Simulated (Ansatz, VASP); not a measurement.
## Two plane-wave programs on KCd2P2

Contents of POSCAR:

```
KCd2P2
1.0
    4.3588618786     -0.0000000289      0.0000000000
   -2.1794309143      3.7748851329      0.0000000000
    0.0000000000      0.0000000000      8.0069019000
K Cd P
1 2 2
Direct
    0.0000000000      0.0000000000      0.0000000000
    0.3333333333      0.6666666667      0.6284390000
    0.6666666667      0.3333333333      0.3715610000
    0.3333333333      0.6666666667      0.2826990000
    0.6666666667      0.3333333333      0.7173010000
```

INCAR.step1

```
SYSTEM = KCd2P2
PREC = Accurate
ENCUT = 520
ISMEAR = 0
SIGMA = 0.1
LREAL = .FALSE.
LASPH = .TRUE.
NELM = 80
NBANDS = 30
GGA = PE
ALGO = Normal
EDIFF = 1E-4
LWAVE = .TRUE.
LCHARG = .FALSE.
```

File INCAR.step2:

```
SYSTEM = KCd2P2
PREC = Accurate
ENCUT = 520
EDIFF = 1E-6
ISMEAR = 0
SIGMA = 0.1
LREAL = .FALSE.
LASPH = .TRUE.
NELM = 80
ALGO = Normal
ISIF = 2
LWAVE = .FALSE.
LCHARG = .TRUE.
METAGGA = R2SCAN
LMIXTAU = .TRUE.
LELF = .TRUE.
LVHAR = .TRUE.
NBANDS = 30
ISTART = 1
```

Contents of KPOINTS:

```
regular mesh
0
G
  12 12 6
  0 0 0
```

Input for Ansatz:

```yaml
crystal:
  lattice:
    - [4.3588618786, -2.89e-08, 0.0]
    - [-2.1794309143, 3.7748851329, 0.0]
    - [0.0, 0.0, 8.0069019]
  atoms:
    - { symbol: K, position: [0.0, 0.0, 0.0] }
    - { symbol: Cd, position: [0.3333333333, 0.6666666667, 0.628439] }
    - { symbol: Cd, position: [0.6666666667, 0.3333333333, 0.371561] }
    - { symbol: P, position: [0.3333333333, 0.6666666667, 0.282699] }
    - { symbol: P, position: [0.6666666667, 0.3333333333, 0.717301] }
basis:
  ecutwfc: 500
kpoints:
  mp_grid: { grid: [12, 12, 6] }
  band_path:
    path:
      - [[0.0, 0.0, 0.0], [0.5, 0.0, 0.0], [0.33333333, 0.33333333, 0.0], [0.0, 0.0, 0.0], [0.0, 0.0, 0.5], [0.5, 0.0, 0.5], [0.33333333, 0.33333333, 0.5], [0.0, 0.0, 0.5]]
      - [[0.5, 0.0, 0.5], [0.5, 0.0, 0.0]]
      - [[0.33333333, 0.33333333, 0.5], [0.33333333, 0.33333333, 0.0]]
    npoints: 14
hamiltonian:
  xc: r2scan
scf:
  occupations: { method: gaussian, width: 0.1 }
  n_extra_bands: 12
output:
  forces: true
  stress: true
  eigenvalues: true
  populations: true
  dos: { projected: true, de: 0.02, nscf_kmesh: { grid: [15, 15, 8] } }
  bader: true
  write_density: true
  write_potential: true
  elf: true
  volumetric_format: npy
```

Alike in both runs: task single point; functional r2SCAN; k mesh 12 × 12 × 6; occupations gaussian, width 0.1 eV; no spin polarisation.

```csv
,VASP,Ansatz
version,VASP 6.6.1,Ansatz 0.2.0
potentials or method,"VASP PAW PBE potentials, release 64 (K_sv, Cd, P), cutoff 520 eV","scalar-relativistic, plane waves, PAW"
valence electrons in the cell,43,59
```

Ansatz gave:

* gap on the k mesh at the Fermi level (eV): none
* pressure (GPa): -1.1
* rms of the force components (eV/Å): 0.031

Question: Which values does VASP return?

Answer: gap on the k mesh at the Fermi level (eV): none; pressure (GPa): -0.9; rms of the force components (eV/Å): 0.022.

VASP's potentials were made for PBE, not for r2SCAN. Atom by atom the forces differ by 0.009 eV/Å (rms over components). A gap of «none» marks a metal or a gap that the smearing closes. VASP's potentials hold 43 valence electrons a cell and Ansatz's 59, so a difference there can come from the potentials and not from the codes.
